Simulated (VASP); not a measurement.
Wanted: the native input for a VASP 6.6.1 run.

- Task: single point
- Functional: PBE
- Potentials or basis: VASP PAW PBE potentials, release 64 (Co, Cl)
- Cutoff: 520 eV
- k mesh: 10 × 10 × 10
- Occupations: gaussian, width 0.1 eV
- Spin: collinear spin, ferromagnetic start
- Starting moments: [2.46, 2.46, 2.46, 2.46, 0.31, 0.31] μB
- Dipole correction: no
- Further INCAR settings: ALGO = Normal; EDIFF = 1e-07; NBANDS = 38

The structure of Co2Cl lies in POSCAR:

```
Co2Cl
1.0
    0.0000000000      3.5693279663      3.5693279663
    3.5693279663      0.0000000000      3.5693279663
    3.5693279663      3.5693279663      0.0000000000
Co Cl
4 2
Direct
    0.6250000000      0.6250000000      0.6250000000
    0.1250000000      0.6250000000      0.6250000000
    0.6250000000      0.6250000000      0.1250000000
    0.6250000000      0.1250000000      0.6250000000
    0.0000000000      0.0000000000      0.0000000000
    0.2500000000      0.2500000000      0.2500000000
```

One way to write it, as run:

INCAR

```
  PREC = Accurate
  ENCUT = 520
  EDIFF = 1E-7
  ISMEAR = 0
  SIGMA = 0.1
  LREAL = F
  LASPH = T
  NELM = 150
  ALGO = Normal
  ISIF = 2
  LWAVE = F
  LCHARG = F
  ISPIN = 2
  MAGMOM = 2.46 2.46 2.46 2.46 0.31 0.31
  LORBIT = 11
  LMAXMIX = 4
  GGA = PE
  NBANDS = 38
```

KPOINTS

```
regular mesh
0
Gamma
  10 10 10
```

Potentials or basis: VASP PAW PBE potentials, release 64 (Co, Cl).

Run with:

```console
$ cat potpaw_PBE.64/Co/POTCAR potpaw_PBE.64/Cl/POTCAR > POTCAR
$ mpirun -np 1 vasp_std > vasp.out
```

Results of the run:

The pressure is -0.3 GPa. The net moment is 9.62 μB per cell and the site moments are Co +2.21; Cl +0.26 μB. The valence electrons inside the program's atomic spheres are Co 7.90; Cl 5.03.

It took 9.8 min on 1 thread of Intel Xeon 8259CL, on a shared host, peak memory 0.43 GiB.
